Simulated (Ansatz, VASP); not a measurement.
## Two plane-wave programs on GePt

```
Ge Pt
1.0
     5.75601    0.00000    0.00000
     0.00000    3.73003    0.00000
     0.00000    0.00000    6.11156
Ge Pt
4 4
Direct
  0.81393 0.75000 0.58801
  0.18607 0.25000 0.41199
  0.31393 0.75000 0.91199
  0.68607 0.25000 0.08801
  0.00185 0.75000 0.19271
  0.99815 0.25000 0.80729
  0.50185 0.75000 0.30729
  0.49815 0.25000 0.69271
```

Alike in both runs: task single point; functional LDA; k mesh 4 × 6 × 4; occupations gaussian, width 0.1 eV; no spin polarisation.

```csv
,VASP,Ansatz
version,VASP 6.6.1,Ansatz 0.2.0
potentials or method,"VASP PAW LDA potentials, release 64 (Ge_d, Pt), cutoff 520 eV","scalar-relativistic, plane waves, PAW"
valence electrons in the cell,96,128
```

Ansatz gave:

| Quantity | Value |
| --- | --- |
| gap on the k mesh at the Fermi level (eV) | none |
| pressure (GPa) | -5.7 |
| traceless stress, the component that is largest in VASP (GPa) | -0.25 |
| rms of the force components (eV/Å) | 0.021 |

Which values does VASP return?

gap on the k mesh at the Fermi level (eV): none; pressure (GPa): -5.2; traceless stress, the component that is largest in VASP (GPa): -0.34; rms of the force components (eV/Å): 0.020.

Ansatz warns that its potentials were made for another functional, while VASP's fit it. LDA's correlation is that of Perdew and Zunger in VASP and of Perdew and Wang (1992) in Ansatz. Atom by atom the forces differ by 0.011 eV/Å (rms over components). A gap of «none» marks a metal or a gap that the smearing closes. VASP's potentials hold 96 valence electrons a cell and Ansatz's 128, so a difference there can come from the potentials and not from the codes.

Spin-orbit coupling is off throughout.
